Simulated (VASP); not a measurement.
# Lu2SiNF2: single point with PBE

Crystal: Lu2SiNF2.

```
Lu Si N F
1.0
     3.61597    0.00000    0.00000
     0.00000    3.61597    0.00000
     0.00000    0.00000    6.18250
Lu Si N F
2 1 1 2
Cartesian
  0.0000 0.0000 3.9081
  1.8080 1.8080 2.2939
  0.0000 0.0000 1.0801
  1.8080 1.8080 5.1478
  1.8080 0.0000 6.1457
  0.0000 1.8080 6.1457
```

The cell was built from a structure type or drawn by symmetry, and may not be a known phase.

```json
{
  "Program": "VASP 6.6.1",
  "Task": "single point",
  "Functional": "PBE",
  "Potentials or basis": "VASP PAW PBE potentials, release 64 (Lu, Si, N, F)",
  "Cutoff": "520 eV",
  "k mesh": "6 × 6 × 4",
  "Occupations": "gaussian, width 0.1 eV",
  "Spin": "no spin polarisation"
}
```

* Pressure: 16.0 GPa
* Largest force: 8.075 eV/Å
* Band gap on the k mesh: zero (an odd number of electrons rules out a gap without spin polarisation)

Forces in eV/Å, atoms in the order of the input:
```
Lu   0.000  0.000  2.442
Lu   0.000  0.000 -0.077
Si   0.000  0.000  0.986
N    0.000  0.000 -8.075
F    0.000  0.000  2.362
F    0.000  0.000  2.362
```

Stress tensor (GPa, compression positive):
```
23.38  0.00  0.00
 0.00 23.38  0.00
 0.00  0.00  1.17
```

Levels at points of the mesh, in eV from the Fermi level:
| k point | band 33 | band 34 | band 35 | band 36 | band 37 | band 38 | band 39 | band 40 | band 41 | band 42 |
| --- | --- | --- | --- | --- | --- | --- | --- | --- | --- | --- |
| (0.00, 0.00, 0.00) | -2.82 | -1.15 | -0.62 | -0.15 | -0.15 | 1.59 | 2.14 | 2.14 | 2.88 | 2.98 |
| (0.50, 0.00, 0.00) | -2.63 | -1.73 | -0.51 | -0.40 | -0.32 | 0.73 | 2.37 | 2.66 | 3.01 | 3.29 |
| (0.50, 0.50, 0.00) | -1.18 | -1.18 | -0.95 | 0.40 | 0.40 | 0.60 | 0.60 | 1.77 | 2.92 | 4.39 |
| (0.00, 0.00, 0.50) | -2.94 | -1.65 | -0.82 | 0.11 | 0.11 | 1.76 | 1.83 | 1.83 | 2.84 | 2.91 |
| (0.50, 0.00, 0.50) | -2.86 | -2.28 | -0.58 | -0.26 | -0.12 | 1.07 | 1.52 | 2.59 | 3.08 | 4.37 |
| (0.50, 0.50, 0.50) | -1.57 | -1.57 | -0.64 | 0.31 | 0.31 | 1.15 | 1.15 | 2.14 | 3.02 | 5.03 |

It took 79 s on 1 thread of AMD EPYC 9R45 96-Core Processor (Zen 5) (shared host), peak memory 0.23 GiB.

Caveat: the cell stands under pressure; spin-orbit coupling is left out, which moves the levels of the heavy elements; an odd number of electrons without spin polarisation forces a metal; a magnetic or distorted state may lie lower.
